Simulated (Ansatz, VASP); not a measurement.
**Two plane-wave programs on BeTe**

Contents of INCAR:

```
SYSTEM = BeTe
PREC     = Accurate       ! precision mode
ENCUT    = 520            ! plane-wave cutoff, eV
EDIFF    = 1E-7           ! SCF threshold, eV
ISMEAR   = -1             ! smearing method
SIGMA    = 0.08           ! smearing width, eV
LREAL    = .FALSE.        ! projectors in reciprocal space
LASPH    = .TRUE.         ! aspherical terms in the spheres
NELM     = 60             ! most SCF steps
ALGO     = Normal         ! electronic algorithm
ISIF     = 2              ! what is computed and relaxed
LWAVE    = .FALSE.        ! write WAVECAR
LCHARG   = .FALSE.        ! write CHGCAR
GGA      = PS             ! functional
NBANDS   = 11             ! bands
```

KPOINTS

```
regular mesh
0
G
  15 15 15
  0 0 0
```

File POSCAR:

```
BeTe
1.0
    0.0000000000      2.1038923918      2.1038923918
    2.1038923918      0.0000000000      2.1038923918
    2.1038923918      2.1038923918      0.0000000000
Be Te
1 1
Direct
    0.0000000000      0.0000000000      0.0000000000
    0.5000000000      0.5000000000      0.5000000000
```

Input for Ansatz:

```yaml
crystal:
  lattice:
    - [0.0, 2.1038923918, 2.1038923918]
    - [2.1038923918, 0.0, 2.1038923918]
    - [2.1038923918, 2.1038923918, 0.0]
  atoms:
    - { symbol: Be, position: [0.0, 0.0, 0.0] }
    - { symbol: Te, position: [0.5, 0.5, 0.5] }
kpoints:
  mp_grid: { grid: [15, 15, 15] }
scf:
  occupations: { method: fermi_dirac, width: 0.08 }
hamiltonian:
  xc: pbesol
  pseudopotentials: { kind: paw }
output:
  forces: true
  stress: true
  eigenvalues: true
  populations: true
  write_density: true
  write_potential: true
  elf: true
  volumetric_format: npy
```

Change from the starting cell: volume scaled by 0.5, PAW files.

Alike in both runs: task single point; functional PBEsol; k mesh 15 × 15 × 15; occupations fermi-dirac, width 0.08 eV; no spin polarisation.

```csv
,VASP,Ansatz
version,VASP 6.6.1,Ansatz 0.2.0
potentials or method,"VASP PAW PBE potentials, release 64 (Be, Te)","PAW with Ansatz's default frozen-core files, scalar-relativistic"
plane-wave cutoff (eV),520,420
valence electrons in the cell,8,18
```

```csv
,VASP,Ansatz,Ansatz less VASP
pressure (GPa),202.9,199.6,-3.24
```

VASP's potentials were made for PBE, not for PBEsol. Both programs put the cell under a high pressure, so it lies far from rest at this level. The functional is the same, so the differences come from potentials, cutoffs and numerics. VASP's potentials hold 8 valence electrons a cell and Ansatz's 18, so a difference there can come from the potentials and not from the codes.

Spin-orbit coupling is off throughout. Noted on VASP's run: the cell as given lies far from equilibrium.
